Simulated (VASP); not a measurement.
# Mg9O8 (a cell with a defect): relaxation of the atoms with LDA

System: Mg9O8 (a cell with a defect).

```
CELL_PARAMETERS angstrom
0.00000 4.18100 4.18100
4.18100 0.00000 4.18100
4.18100 4.18100 0.00000
ATOMIC_POSITIONS crystal
Mg 0.00000 0.00000 0.00000
Mg 0.00000 0.00000 0.50000
Mg 0.00000 0.50000 0.00000
Mg 0.00000 0.50000 0.50000
Mg 0.50000 0.00000 0.00000
Mg 0.50000 0.00000 0.50000
Mg 0.50000 0.50000 0.00000
Mg 0.50000 0.50000 0.50000
Mg 0.62398 0.61842 0.12819
O 0.25000 0.25000 0.25000
O 0.25000 0.25000 0.75000
O 0.25000 0.75000 0.25000
O 0.25000 0.75000 0.75000
O 0.75000 0.25000 0.25000
O 0.75000 0.25000 0.75000
O 0.75000 0.75000 0.25000
O 0.75000 0.75000 0.75000
```

```
Program                : VASP 6.6.1
Task                   : relaxation of the atoms
Functional             : LDA
Potentials or basis    : VASP PAW LDA potentials, release 64 (Mg, O)
Cutoff                 : 520 eV
k mesh                 : 2 × 2 × 2
Occupations            : fermi-dirac, width 0.02 eV
Spin                   : no spin polarisation
Dipole correction      : no
Further INCAR settings : LREAL = Auto; ALGO = Normal; EDIFF = 1e-06; IBRION = 2; EDIFFG = -0.08; NSW = 45
```

```yaml
Energy_gained_by_relaxing: 355.9 meV/atom
Ionic_steps: 10
Pressure_after_relaxing: 35.3 GPa
Largest_force_after_relaxing: 0.073 eV/Å
Band_gap_on_the_k_mesh: zero (bands 33 and 34 overlap by 0.44 eV)
```

Forces on the atoms (eV/Å):
```
Mg   0.004 -0.002  0.010
Mg   0.003 -0.003  0.008
Mg   0.029 -0.032 -0.054
Mg  -0.007  0.009  0.000
Mg  -0.036  0.032 -0.046
Mg   0.010 -0.008  0.006
Mg   0.041  0.052  0.030
Mg  -0.052 -0.041  0.027
Mg  -0.023  0.015 -0.054
O    0.015  0.012 -0.008
O   -0.012 -0.014 -0.009
O    0.018 -0.014  0.021
O    0.012 -0.011  0.013
O   -0.009  0.013  0.006
O   -0.010  0.011  0.016
O    0.001 -0.018  0.015
O    0.018 -0.001  0.019
```

Step by step:
```csv
step,energy change (eV),largest force (eV/Å),pressure (GPa)
1,0.0000,10.5510,39.55
2,-2.2833,9.3959,46.96
3,-5.7484,1.0239,38.07
4,-5.7477,1.0791,38.10
5,-5.9621,0.6083,36.38
6,-5.9914,0.7650,35.74
7,-6.0290,0.5433,35.18
8,-6.0311,0.3877,35.26
9,-6.0497,0.1044,35.26
10,-6.0502,0.0727,35.27
```

Final structure:
```
Mg O
1.0
     0.00000    4.18100    4.18100
     4.18100    0.00000    4.18100
     4.18100    4.18100    0.00000
Mg O
9 8
Direct
  0.00082 0.00090 0.99750
  0.00082 0.00089 0.50079
  0.06545 0.47824 0.97816
  0.00091 0.49738 0.50086
  0.47876 0.06376 0.97875
  0.49745 0.00094 0.50081
  0.47757 0.47765 0.97754
  0.47772 0.47779 0.56682
  0.62458 0.62228 0.12630
  0.24274 0.24200 0.27178
  0.24283 0.24210 0.74341
  0.24056 0.75452 0.25258
  0.24197 0.77282 0.74252
  0.75460 0.23840 0.25364
  0.77220 0.24167 0.74298
  0.75239 0.75342 0.25163
  0.75262 0.75367 0.74211
```

Levels at points of the mesh, in eV from the Fermi level:
```tsv
k point	band 31	band 32	band 33	band 34	band 35	band 36
(0.00, 0.00, 0.00)	-6.88	-6.88	-2.28	-0.07	0.71	0.71
(0.50, 0.00, 0.00)	-7.12	-7.12	-0.25	0.00	1.32	1.72
(0.00, 0.50, 0.00)	-7.11	-7.11	-0.25	0.02	1.32	1.75
(0.00, 0.00, 0.50)	-7.13	-7.13	-0.24	-0.01	1.32	1.73
(0.50, 0.50, 0.50)	-7.13	-7.13	-0.24	-0.01	1.32	1.73
(0.50, 0.50, 0.00)	-7.45	-7.31	0.37	0.70	1.57	1.96
(0.00, 0.50, 0.50)	-7.45	-7.31	0.37	0.70	1.57	1.99
(0.50, 0.00, 0.50)	-7.46	-7.31	0.37	0.70	1.57	1.99
```

Wall time 4.4 min on 1 thread of Intel(R) Xeon(R) 6975P-C (Granite Rapids), on a shared host, peak memory 0.27 GiB.

Caveat: the k points lie up to 0.65 Å⁻¹ apart; the relaxation stopped at a loose force limit of 0.08 eV/Å, so its end isn't a converged minimum.
